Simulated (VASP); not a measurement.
# Ge in VASP: single point with PBE

Aim: the single point of Ge with PBE.

Program: VASP 6.6.1. These are calculated values, not measurements. Logs are shortened: lines on timing, memory, paths and dates and some standing lists are left out, and cuts for length are marked.

## 1. The cell of the first run

The typed cell holds 2 atoms: a = 2.688 Å, b = 2.817 Å, c = 5.118 Å, α = 90.00°, β = 90.00°, γ = 90.00°.

## 2. Single point, PBE

File INCAR:

```
SYSTEM = Ge
  PREC = Accurate
  ENCUT = 520
  EDIFF = 1E-6
  ISMEAR = 0
  SIGMA = 0.15
  LREAL = .False.
  LASPH = .True.
  NELM = 100
  ALGO = Normal
  ISIF = 2
  LWAVE = .False.
  LCHARG = .False.
  GGA = PE
  NBANDS = 21
```

File KPOINTS:

```
regular mesh
0
Gamma
  12 12 8
  0 0 0
```

File POSCAR:

```
Ge
1.0
    0.0000000000      0.0000000000     -2.6877131855
    2.8171193502      0.0000000000      0.0000000000
    0.0000000000     -5.1184904273      0.0000000000
Ge
2
Direct
   -0.0000267559      0.4471844414     -0.0000100195
    0.0000267559      0.0528155586      0.5000100195
```

Potentials or basis: VASP PAW PBE potentials, release 64 (Ge_d).

Launch:

```console
> cat potpaw_PBE.64/Ge_d/POTCAR > POTCAR
> mpirun -np 1 vasp_std > vasp.out
```

OUTCAR:

```text
SYSTEM = Ge
   PREC = Accurate
   ENCUT = 520
   EDIFF = 1E-6
   ISMEAR = 0
   LREAL = .False.
   LASPH = .True.
   NELM = 100
   ISIF = 2
   GGA = PE

 ion  position               nearest neighbor table
   1  1.000  0.447  1.000-   2 2.79   2 2.79
   2  0.000  0.053  0.500-   1 2.79   1 2.79

  LATTYP: Found a simple orthorhombic cell.
 ALAT       =     2.6877131855
 B/A-ratio  =     1.0481473118
 C/A-ratio  =     1.9044035111

  Lattice vectors:

 A1 = (   0.0000000000,   0.0000000000,  -2.6877131855)
 A2 = (   2.8171193502,   0.0000000000,   0.0000000000)
 A3 = (   0.0000000000,  -5.1184904273,   0.0000000000)

Analysis of symmetry for initial positions (statically):
=====================================================================
 Subroutine PRICEL returns:
 Original cell was already a primitive cell.

 Routine SETGRP: Setting up the symmetry group for a
 simple orthorhombic supercell.

 Subroutine GETGRP returns: Found  2 space group operations
 (whereof  1 operations were pure point group operations)
 out of a pool of  8 trial point group operations.

The static configuration has the point symmetry C_1 .
 The point group associated with its full space group is S_2 .

Analysis of symmetry for dynamics (positions and initial velocities):
=====================================================================
 Subroutine PRICEL returns:
 Original cell was already a primitive cell.

 Routine SETGRP: Setting up the symmetry group for a
 simple orthorhombic supercell.

 Subroutine GETGRP returns: Found  2 space group operations
 (whereof  1 operations were pure point group operations)
 out of a pool of  8 trial point group operations.

The dynamic configuration has the point symmetry C_1 .
 The point group associated with its full space group is S_2 .

 Subroutine INISYM returns: Found  2 space group operations
 (whereof  1 operations are pure point group operations),
 and found     1 'primitive' translations

----------------------------------------------------------------------------------------

                                     Primitive cell

  volume of cell :      38.7552

  direct lattice vectors                    reciprocal lattice vectors
     0.000000000  0.000000000 -2.687713185     0.000000000  0.000000000 -0.372063509
     2.817119350  0.000000000  0.000000000     0.354972536  0.000000000  0.000000000
     0.000000000 -5.118490427  0.000000000     0.000000000 -0.195370103  0.000000000

  length of vectors
     2.687713185  2.817119350  5.118490427     0.372063509  0.354972536  0.195370103

  position of ions in fractional coordinates (direct lattice)
     0.999973244  0.447184441  0.999989980
     0.000026756  0.052815559  0.500010020

  ion indices of the primitive-cell ions
   primitive index   ion index
                 1           1
                 2           2

----------------------------------------------------------------------------------------

 KPOINTS: regular mesh

Automatic generation of k-mesh.
 Grid dimensions read from file:
 generate k-points for:   12   12    8

 Generating k-lattice:

  Cartesian coordinates                     Fractional coordinates (reciprocal lattice)
     0.000000000  0.000000000 -0.031005292     0.083333333  0.000000000  0.000000000
     0.029581045  0.000000000  0.000000000     0.000000000  0.083333333  0.000000000
     0.000000000 -0.024421263  0.000000000     0.000000000  0.000000000  0.125000000

  Length of vectors
     0.031005292  0.029581045  0.024421263

  Shift w.r.t. Gamma in fractional coordinates (k-lattice)
     0.000000000  0.000000000  0.000000000

 Subroutine IBZKPT returns following result:
 ===========================================

 Found    580 irreducible k-points:

 Following reciprocal coordinates:
            Coordinates               Weight
  0.000000  0.000000  0.000000      1.000000
  0.083333  0.000000  0.000000      2.000000
  0.166667  0.000000  0.000000      2.000000
  0.250000  0.000000  0.000000      2.000000
  0.333333  0.000000  0.000000      2.000000
  0.416667  0.000000  0.000000      2.000000
[... 16 lines left out ...]
  0.166667  0.166667  0.000000      2.000000
  0.166667 -0.166667  0.000000      2.000000
 [... further k-points ...]
   k-points           NKPTS =    580   k-points in BZ     NKDIM =    580   number of bands    NBANDS=     21
   number of dos      NEDOS =    301   number of ions     NIONS =      2
   total plane-waves  NPLWV =  19200
   dimension x,y,z NGX =    20 NGY =   24 NGZ =   40
   dimension x,y,z NGXF=    40 NGYF=   48 NGZF=   80
   ions per type =               2
   NGX,Y,Z   is equivalent  to a cutoff of  12.37, 14.16, 12.99 a.u.
   NGXF,Y,Z  is equivalent  to a cutoff of  24.74, 28.33, 25.98 a.u.
 SYSTEM =  Ge
   PREC   = accura    normal or accurate (medium, high low for compatibility)
   ISTART =      0    job   : 0-new  1-cont  2-samecut
   ICHARG =      2    charge: 1-file 2-atom 10-const
   ISPIN  =      1    spin polarized calculation?
   LNONCOLLINEAR =      F non collinear calculations
   LSORBIT =      F    spin-orbit coupling
   LASPH  =      T    aspherical Exc in radial PAW
   ENCUT  =  520.0 eV  38.22 Ry    6.18 a.u.   5.00  5.24  9.52*2*pi/ulx,y,z
   NELM   =    100;   NELMIN=  2; NELMDL= -5     # of ELM steps
   EDIFF  = 0.1E-05   stopping-criterion for ELM
   LREAL  =      F    real-space projection
[... 7 lines left out ...]
   TEBEG  =    0.0;   TEEND  =   0.0 temperature during run
   PSTRESS=    0.0 pullay stress
   NELECT =      28.0000    total number of electrons
   NUPDOWN=      -1.0000    fix difference up-down
   EMIN   =  10.00;   EMAX   =-10.00  energy-range for DOS
   EFERMI =   0.00;   METHOD = LEGACY
   ISMEAR =     0;   SIGMA  =   0.15  broadening in eV -4-tet -1-fermi 0-gaus
   EFERMI_NEDOS =   21; number of points for ismear=-14 and -15
   IALGO  =     38    algorithm
   IMIX   =      4    mixing-type and parameters
     AMIX     =   0.40;   BMIX     =  1.00
     AMIX_MAG =   1.60;   BMIX_MAG =  1.00
  volume/ion in A,a.u.               =      19.38       130.77
  Fermi-wavevector in a.u.,A,eV,Ry     =   1.468985  2.775980 29.360259  2.157918
  Thomas-Fermi vector in A             =   2.584417
   LORBIT       =      0    0 simple, 1 ext, 2 COOP (PROOUT), +10 PAW based schemes
   GGA     = PE    functional components
   LHFCALC =     F    Hartree Fock is set to
   AEXX    =    0.0000 exact exchange contribution
   IVDW    =     0    specifies the selected vdW correction
   LEPSILON=     F    determine dielectric tensor
   LRPA    =     F    only Hartree local field effects (RPA)
 non-spin polarized calculation
 Gauss-broadening in eV      SIGMA  =   0.15
  energy-cutoff  :      520.00
  volume of cell :       38.76
 maximum number of plane-waves:      1068
   NGX =  9   NGY = 11   NGZ = 19

 number of electron      27.9999988 magnetization

 Free energy of the ion-electron system (eV)
  ---------------------------------------------------
  ext. energy  EPLUGINS =         0.00000000
  ---------------------------------------------------
  free energy    TOTEN  =        -8.55384700 eV

  energy without entropy =       -8.54628415  energy(sigma->0) =       -8.55006558

 E-fermi :   6.3449     XC(G=0): -11.0910

 val. band max:        6.3370332512   @ k =   0.0000   0.2500  -0.3750
 cond. band min:       6.3567488839   @ k =  -0.4167  -0.4167   0.1250
 fundamental gap:      0.0197156328
 Fermi energy:         6.3448945576

 k-point     1 :       0.0000    0.0000    0.0000
  band No.  band energies     occupation
      1     -18.4182      2.00000
      2     -18.4041      2.00000
      3     -18.3532      2.00000
      4     -18.3017      2.00000
      5     -18.2980      2.00000
      6     -18.2388      2.00000
[... 13 lines left out ...]
     20      16.5531      0.00000
     21      19.3343      0.00000

 k-point     2 :       0.0833    0.0000    0.0000
  band No.  band energies     occupation
      1     -18.4045      2.00000
      2     -18.3967      2.00000
      3     -18.3525      2.00000
      4     -18.2974      2.00000
      5     -18.2933      2.00000
      6     -18.2454      2.00000
[... 13 lines left out ...]
     20      18.2926      0.00000
     21      19.5500      0.00000

 k-point     3 :       0.1667    0.0000    0.0000
  band No.  band energies     occupation
      1     -18.3808      2.00000
      2     -18.3671      2.00000
      3     -18.3504      2.00000
      4     -18.2958      2.00000
      5     -18.2657      2.00000
      6     -18.2632      2.00000
[... 13 lines left out ...]
     20      17.1682      0.00000
     21      19.5510      0.00000

 k-point     4 :       0.2500    0.0000    0.0000
  band No.  band energies     occupation
      1     -18.3670      2.00000
      2     -18.3477      2.00000
      3     -18.3161      2.00000
      4     -18.2937      2.00000
      5     -18.2872      2.00000
      6     -18.2263      2.00000
[... 13 lines left out ...]
     20      17.7963      0.00000
     21      20.2238      0.00000

 k-point     5 :       0.3333    0.0000    0.0000
  band No.  band energies     occupation
      1     -18.3580      2.00000
      2     -18.3449      2.00000
      3     -18.3115      2.00000
      4     -18.2912      2.00000
      5     -18.2654      2.00000
      6     -18.2442      2.00000
[... 13 lines left out ...]
     20      18.6328      0.00000
     21      21.0310      0.00000

 k-point     6 :       0.4167    0.0000    0.0000
  band No.  band energies     occupation
      1     -18.3529      2.00000
      2     -18.3429      2.00000
      3     -18.3289      2.00000
      4     -18.2896      2.00000
      5     -18.2573      2.00000
      6     -18.2534      2.00000
[... 13 lines left out ...]
     20      19.6149      0.00000
     21      21.3850      0.00000

 k-point     7 :       0.5000    0.0000    0.0000
  band No.  band energies     occupation
      1     -18.3512      2.00000
      2     -18.3422      2.00000
      3     -18.3353      2.00000
      4     -18.2890      2.00000
      5     -18.2621      2.00000
      6     -18.2580      2.00000
[... 13 lines left out ...]
     20      20.5705      0.00000
     21      20.8873      0.00000
[... 291 lines left out ...]
      1     -18.4070      2.00000
      2     -18.3742      2.00000
      3     -18.3267      2.00000
      4     -18.3067      2.00000
      5     -18.2924      2.00000
      6     -18.2376      2.00000
[... 13 lines left out ...]
     20      17.8011      0.00000
     21      19.8341      0.00000

 k-point    21 :       0.0833    0.1667    0.0000
  band No.  band energies     occupation
      1     -18.3935      2.00000
      2     -18.3640      2.00000
      3     -18.3251      2.00000
      4     -18.3061      2.00000
      5     -18.2871      2.00000
      6     -18.2423      2.00000
[... 13 lines left out ...]
     20      18.9854      0.00000
     21      20.1015      0.00000

 k-point    22 :       0.0833   -0.1667    0.0000
  band No.  band energies     occupation
      1     -18.3935      2.00000
      2     -18.3640      2.00000
      3     -18.3251      2.00000
      4     -18.3061      2.00000
      5     -18.2871      2.00000
      6     -18.2423      2.00000
[... 13 lines left out ...]
     20      18.9854      0.00000
     21      20.1019      0.00000

 k-point    23 :       0.1667    0.1667    0.0000
  band No.  band energies     occupation
      1     -18.3585      2.00000
      2     -18.3427      2.00000
      3     -18.3194      2.00000
      4     -18.3043      2.00000
      5     -18.2660      2.00000
      6     -18.2595      2.00000
[... 13 lines left out ...]
     20      18.3419      0.00000
     21      19.9499      0.00000

 k-point    24 :       0.1667   -0.1667    0.0000
  band No.  band energies     occupation
      1     -18.3585      2.00000
      2     -18.3427      2.00000
      3     -18.3194      2.00000
      4     -18.3043      2.00000
      5     -18.2660      2.00000
      6     -18.2595      2.00000
[... 13 lines left out ...]
     20      18.3418      0.00000
     21      19.9500      0.00000

 [... further k-points ...]

------------------------ aborting loop because EDIFF is reached ----------------------------------------

  FORCE on cell =-STRESS in cart. coord.  units (eV):
  Direction    XX          YY          ZZ          XY          YZ          ZX
  --------------------------------------------------------------------------------------
  -------------------------------------------------------------------------------------
  Total        0.3490442     -0.2654029      0.0494021     -0.0002199      0.0000005      0.0000142
  in kB       14.4298217    -10.9720104      2.0423289     -0.0090912      0.0000219      0.0005856
  external PRESSURE =       1.8333801 kB  Pullay stress =       0.0000000 kB

 VOLUME and BASIS-vectors are now :
 -----------------------------------------------------------------------------
  energy-cutoff  :      520.00
  volume of cell :       38.76
      direct lattice vectors                 reciprocal lattice vectors
     0.000000000  0.000000000 -2.687713185     0.000000000  0.000000000 -0.372063509
     2.817119350  0.000000000  0.000000000     0.354972536  0.000000000  0.000000000
     0.000000000 -5.118490427  0.000000000     0.000000000 -0.195370103  0.000000000

 POSITION                                       TOTAL-FORCE (eV/Angst)
 -----------------------------------------------------------------------------------
      1.25977     -5.11844     -2.68764         0.001532     -0.000302     -0.000036
      0.14879     -2.55930     -0.00007        -0.001532      0.000302      0.000036
 -----------------------------------------------------------------------------------
    total drift:                               -0.000000      0.000000     -0.000000

  FREE ENERGIE OF THE ION-ELECTRON SYSTEM (eV)
  ---------------------------------------------------
  free  energy   TOTEN  =        -8.5538469999 eV

  energy  without entropy=       -8.5462841512  energy(sigma->0) =       -8.55006558
```

It took 1.8 min on 1 thread of Intel Xeon 6975P-C (Granite Rapids), shared host; peak memory 0.44 GiB.

What came out:

| Property | Result |
| --- | --- |
| Free energy | -8.5538 eV |
| Pressure | 0.2 GPa |
| Band gap on the k mesh | zero (bands 14 and 15 overlap by 7.23 eV) |

Stress tensor (GPa, compression positive):
```
 1.44  0.00  0.00
 0.00 -1.10  0.00
 0.00  0.00  0.20
```
